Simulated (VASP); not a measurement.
Crystal: Ba.

```
CELL_PARAMETERS angstrom
7.06865 0.00000 0.00000
-3.53433 6.12163 0.00000
0.00000 0.00000 4.33308
ATOMIC_POSITIONS crystal
Ba 0.00000 0.00000 0.00000
Ba 0.33333 0.66667 0.50000
Ba 0.66667 0.33333 0.50000
```

This isn't the form of Ba at room conditions, which is bcc.

* Program: VASP 6.6.1
* Task: relaxation of cell and atoms
* Functional: PBE
* Potentials or basis: VASP PAW PBE potentials, release 64 (Ba_sv)
* Cutoff: 600 eV
* k mesh: 5 × 5 × 7
* Occupations: fermi-dirac, width 0.1 eV
* Spin: no spin polarisation

At the start: pressure 0.3 GPa; volume 62.50 Å³/atom.

**Question.** How do energy, volume and symmetry change on relaxing?

**Answer.** Over 6 steps the energy falls by 4.4 meV/atom and the volume is 64.53 Å³/atom (+3.2 %); space group P6/mmm (No. 191, to 0.1 Å) before and after.

The path:
```
step  energy change (eV)  largest force (eV/Å)  pressure (GPa)  volume (Å³)
   1              0.0000                0.0000            0.28       187.50
   2             -0.0091                0.0000            0.14       190.44
   3             -0.0130                0.0000           -0.05       194.72
   4             -0.0131                0.0000           -0.03       194.15
   5             -0.0132                0.0000           -0.01       193.82
   6             -0.0132                0.0000            0.00       193.59
```

Final structure:
```xyz
3
Lattice="7.2172 0.0000 0.0000 -3.6086 6.2503 0.0000 0.0000 0.0000 4.2915" Properties=species:S:1:pos:R:3 pbc="T T T"
Ba    0.0000    0.0000    0.0000
Ba    0.0000    4.1669    2.1457
Ba    3.6086    2.0834    2.1457
```
